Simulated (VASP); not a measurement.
# Al in VASP: further runs, part 2 of 3

VASP 6.6.1. The steps go on from the part before.

## Step 3: Single point, PBE+D3(BJ)

INCAR reads:

```
SYSTEM = Al
PREC = Accurate
ENCUT = 400
EDIFF = 1E-6
ISMEAR = -1
SIGMA = 0.05
LREAL = .FALSE.
LASPH = .TRUE.
NELM = 120
ALGO = Normal
ISIF = 2
LWAVE = .FALSE.
LCHARG = .TRUE.
GGA = PE
IVDW = 12
LELF = .TRUE.
LVHAR = .TRUE.
NBANDS = 42
GGA_COMPAT = .FALSE.
NELMDL = -8
```

KPOINTS reads:

```
regular mesh
0
G
  1 2 1
  0 0 0
```

POSCAR reads:

```
Al
1.0
   12.1500000000      0.0000000000      0.0000000000
    0.0000000000      5.7275650000      0.0000000000
    0.0000000000      0.0000000000     15.8637820000
Al
18
Direct
    0.0000000000      0.0000000000      0.0630366706
    0.3333333333      0.0000000000      0.0630366706
    0.6666666667      0.0000000000      0.0630366706
    0.0000000000      0.5000030554      0.0630366706
    0.3333333333      0.5000030554      0.0630366706
    0.6666666667      0.5000030554      0.0630366706
    0.1664279835      0.3152474044      0.1550071729
    0.4510781893      0.2111368444      0.2335382571
    0.8194074074      0.3608165075      0.1737605824
    0.1560082305      0.7505632847      0.1350182447
    0.4946748971      0.6472558583      0.1454066880
    0.8373991770      0.8657780401      0.2166003038
    0.0228559671      0.0737835363      0.2696330547
    0.2960082305     -0.0276382721      0.2740834437
    0.6183703704     -0.0316364808      0.2502492785
   -0.0014732510      0.5163450786      0.2558595422
    0.2754650206      0.5506703110      0.2643505817
    0.6604032922      0.5558383013      0.2676347923
```

Potentials or basis: VASP PAW PBE potentials, release 64 (Al).

On the command line:

```console
cat potpaw_PBE.64/Al/POTCAR > POTCAR
mpirun -np 1 vasp_std > vasp.out
```

OUTCAR:

```text
SYSTEM = Al
   PREC = Accurate
   ENCUT = 400
   EDIFF = 1E-6
   ISMEAR = -1
   LREAL = .FALSE.
   LASPH = .TRUE.
   NELM = 120
   ISIF = 2
   GGA = PE
   IVDW = 12
   NELMDL = -8
 IVDW          = 12

 ion  position               nearest neighbor table
   1  0.000  0.000  0.063-  10 2.63   4 2.86   4 2.86   7 3.08  12 3.23  13 3.32
   2  0.333  0.000  0.063-  10 2.83   5 2.86   5 2.86   7 3.08  11 3.10   8 3.29
   3  0.667  0.000  0.063-   6 2.86   6 2.86  15 3.03  11 3.19   9 3.29  12 3.29
   4  0.000  0.500  0.063-  10 2.64   7 2.71   1 2.86   1 2.86   9 2.92  16 3.06
[... 316 lines left out ...]
  Total      -9.40840   -16.66910     1.25768    -2.20174    -0.59070     1.74210
  in kB     -13.65442   -24.19189     1.82527    -3.19539    -0.85729     2.52831
  external pressure =      -12.01 kB  Pullay stress =        0.00 kB

 VOLUME and BASIS-vectors are now :
 -----------------------------------------------------------------------------
  energy-cutoff  :      400.00
  volume of cell :     1103.96
      direct lattice vectors                 reciprocal lattice vectors
    12.150000000  0.000000000  0.000000000     0.082304527  0.000000000  0.000000000
     0.000000000  5.727565000  0.000000000     0.000000000  0.174594265  0.000000000
     0.000000000  0.000000000 15.863782000     0.000000000  0.000000000  0.063036671

 POSITION                                       TOTAL-FORCE (eV/Angst)
 -----------------------------------------------------------------------------------
      0.00000      0.00000      1.00000        -0.669874      0.456844     -0.099433
      4.05000      0.00000      1.00000         0.265318     -0.018707      0.358895
      8.10000      0.00000      1.00000         0.269049     -0.255016      0.012830
      0.00000      2.86380      1.00000        -0.864718     -0.203214     -0.161371
      4.05000      2.86380      1.00000        -0.249895     -0.398481     -0.343914
      8.10000      2.86380      1.00000         0.376147      0.118935     -0.089377
[... 10 lines left out ...]
      3.34690      3.15400      4.19360         0.677190     -1.385050      0.371375
      8.02390      3.18360      4.24570        -0.024649     -1.150906     -0.158396
 -----------------------------------------------------------------------------------
    total drift:                                0.000022     -0.000004     -0.000046

  FREE ENERGIE OF THE ION-ELECTRON SYSTEM (eV)
  ---------------------------------------------------
  free  energy   TOTEN  =       -58.7607336260 eV

  energy  without entropy=      -58.6573244798  energy(sigma->0) =      -58.70902905
```

OSZICAR:

```text
N       E                     dE             d eps       ncg     rms          rms(c)
DAV:   1     0.144266871833E+03    0.14427E+03   -0.13184E+04   168   0.718E+02
DAV:   2    -0.465779490993E+02   -0.19084E+03   -0.18408E+03   232   0.125E+02
DAV:   3    -0.582271959090E+02   -0.11649E+02   -0.11387E+02   206   0.307E+01
[... 16 lines left out ...]
DAV:  20    -0.558641140752E+02   -0.45447E-03   -0.18242E-05   200   0.914E-03    0.282E-03
DAV:  21    -0.558642352103E+02   -0.12114E-03   -0.78130E-06   184   0.546E-03    0.112E-03
DAV:  22    -0.558642563382E+02   -0.21128E-04   -0.11890E-06   176   0.266E-03    0.419E-04
DAV:  23    -0.558642613126E+02   -0.49744E-05   -0.27403E-07   168   0.148E-03    0.227E-04
DAV:  24    -0.558642623081E+02   -0.99546E-06   -0.96083E-08   112   0.951E-04
   1 F= -.58760734E+02 E0= -.58709029E+02  d E =-.103409E+00
```

stdout:

```text
POSCAR found type information on POSCAR Al
 POSCAR found :  1 types and      18 ions
 scaLAPACK will be used
 -----------------------------------------------------------------------------
|                                                                             |
|                                                                             |
|     You have a (more or less) 'large supercell' and for larger cells it     |
|     might be more efficient to use real-space projection operators.         |
|     Therefore, try LREAL= Auto in the INCAR file.                           |
|     Mind: For very accurate calculation, you might also keep the            |
|     reciprocal projection scheme (i.e. LREAL=.FALSE.).                      |
|                                                                             |
 -----------------------------------------------------------------------------

 LDA part: xc-table for (Slater+PW92), standard interpolation
 POSCAR, INCAR and KPOINTS ok, starting setup
 FFT: planning ... GRIDC
 FFT: planning ... GRID_SOFT
 FFT: planning ... GRID
 WAVECAR not read
 entering main loop
```

It took 4.9 min on 1 thread of Intel Xeon 8259CL, shared host; peak memory 0.67 GiB.

What came out:

```
Free energy                : -58.7607 eV
Largest force              : 1.848 eV/Å
Band gap on the k mesh     : zero (bands 27 and 28 overlap by 0.49 eV)
Dispersion energy per atom : -0.161 eV
```

Forces on the atoms (eV/Å):
```
Al  -0.670  0.457 -0.099
Al   0.265 -0.019  0.359
Al   0.269 -0.255  0.013
Al  -0.865 -0.203 -0.161
Al  -0.250 -0.398 -0.344
Al   0.376  0.119 -0.089
Al  -0.393 -1.799 -0.161
Al   0.415  1.391 -0.170
Al   0.373 -0.140 -0.401
Al   0.234  1.243 -0.175
Al   0.222  0.863  0.526
Al  -0.176 -0.289 -0.082
Al   0.151 -0.564  0.033
Al  -1.006  0.741  0.183
Al   0.306  0.570  0.229
Al   0.095  0.820  0.127
Al   0.677 -1.385  0.371
Al  -0.025 -1.151 -0.158
```

Caveat: the k points lie up to 0.55 Å⁻¹ apart; the atoms stand as in a frame of molecular dynamics.

## Step 4: Single point, PBE+D3(BJ)

INCAR reads:

```
ALGO = Normal ; EDIFF = 1E-6
ENCUT = 400 ; GGA = PE
GGA_COMPAT = F ; ISIF = 2
ISMEAR = -1 ; IVDW = 12
LASPH = T ; LCHARG = F
LREAL = F ; LWAVE = F
NBANDS = 42 ; NELM = 120
NELMDL = -8 ; PREC = Accurate
SIGMA = 0.05
```

KPOINTS reads:

```
k-points
0
Gamma
  1 2 1
```

POSCAR reads:

```
Al
1.0
   12.1500000000      0.0000000000      0.0000000000
    0.0000000000      5.7275650000      0.0000000000
    0.0000000000      0.0000000000     15.8637820000
Al
18
Direct
    0.0000000000      0.0000000000      0.0630366706
    0.3333333333      0.0000000000      0.0630366706
    0.6666666667      0.0000000000      0.0630366706
    0.0000000000      0.5000030554      0.0630366706
    0.3333333333      0.5000030554      0.0630366706
    0.6666666667      0.5000030554      0.0630366706
    0.1705349794      0.1991072995      0.1335242756
    0.4621069959      0.3733523757      0.1888515614
    0.8295390947      0.1657423355      0.1722603097
    0.1480411523      0.7181411298      0.1568289327
    0.4920987654      0.8700381401      0.1676334181
    0.8300000000      0.7561852201      0.2444625122
   -0.0238518519      0.0382361440      0.2838667349
    0.2419341564     -0.1056644490      0.2928872825
    0.5954156379      0.0623825308      0.3111363986
    0.0240000000      0.5002474874      0.2887772916
    0.2790288066      0.4169660231      0.3085455915
    0.6478518519      0.5021505649      0.2682147296
```

On the command line:

```console
cat potpaw_PBE.64/Al/POTCAR > POTCAR
mpirun -np 1 vasp_std > vasp.out
```

Wall time 5.2 min (1 thread of Intel Xeon 8259CL, shared host); peak memory 0.69 GiB.

Results (log left out):

| Item | Value |
| --- | --- |
| Free energy | -58.5201 eV |
| Largest force | 1.631 eV/Å |
| Band gap on the k mesh | zero (bands 27 and 28 overlap by 0.62 eV) |
| Dispersion energy per atom | -0.160 eV |

Forces in eV/Å, atoms in the order of the input:
```
Al  -0.757 -0.405  0.106
Al   0.465 -0.356 -0.305
Al   0.170 -0.034  0.131
Al  -0.590 -0.126  0.150
Al  -0.132  0.302  0.151
Al   0.057  0.051  0.251
Al  -0.008  1.075  0.577
Al   0.267 -0.092  0.249
Al  -0.496  0.879 -0.348
Al   0.222 -0.420 -0.197
Al   0.166 -0.574  0.218
Al  -1.037 -1.256  0.076
Al   1.411  0.140  0.225
Al   0.035  0.489  0.155
Al   0.328 -0.336 -0.488
Al  -0.190  0.272 -0.497
Al  -0.105 -0.178 -0.588
Al   0.194  0.570  0.135
```

Levels at points of the mesh, in eV from the Fermi level:
```tsv
k point	band 25	band 26	band 27	band 28	band 29	band 30
(0.00, 0.00, 0.00)	-0.68	-0.41	-0.15	-0.03	0.02	0.29
(0.00, 0.50, 0.00)	-0.41	-0.29	0.59	0.79	0.92	1.02
```

Caveat: the k points lie up to 0.55 Å⁻¹ apart, too coarse for converged energies and pressures of a metal; the atoms stand as in a frame of molecular dynamics.

(Continued in part 3 of 3.)
